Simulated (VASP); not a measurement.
Runs of VASP 6.6.1 on Cu3N. The structure is that of space group Pm-3m (No. 221), or close to it. The cells are those of the table. 

```csv
cell,k mesh,smearing,gap on the mesh (eV),pressure (GPa)
"a = 3.865 Å, 4 atoms",10 × 10 × 10,gaussian 0.01 eV,0.34,-2.5
"a = 3.827 Å, 4 atoms",10 × 10 × 10,gaussian 0.01 eV,0.25,(a)
"a = 3.789 Å, 4 atoms",10 × 10 × 10,gaussian 0.01 eV,(b),4.6
"a = 3.942 Å, 4 atoms",10 × 10 × 10,gaussian 0.01 eV,0.52,-7.7
"a = 3.712 Å, 4 atoms",10 × 10 × 10,gaussian 0.01 eV,none,(d)
"a = 3.494 Å, 4 atoms",12 × 12 × 12,gaussian 0.1 eV,none,60.9
"a = 3.904 Å, 4 atoms",10 × 10 × 10,gaussian 0.01 eV,0.44,(c)
```

Alike in all rows: task single point; level PBE; potentials or basis VASP PAW PBE potentials, release 64 (Cu, N); no spin polarisation; cutoff (eV) 600.

Task: Fill in the values left out.

Result: (a) 0.8; (b) 0.15; (c) -5.3; (d) 13.9.

Caveats: the cell stands under pressure (at least some runs); the cell stands under tension (at least some runs).

A k mesh can miss the band edges.

A gap of «none» marks levels without a gap at the run's occupations.
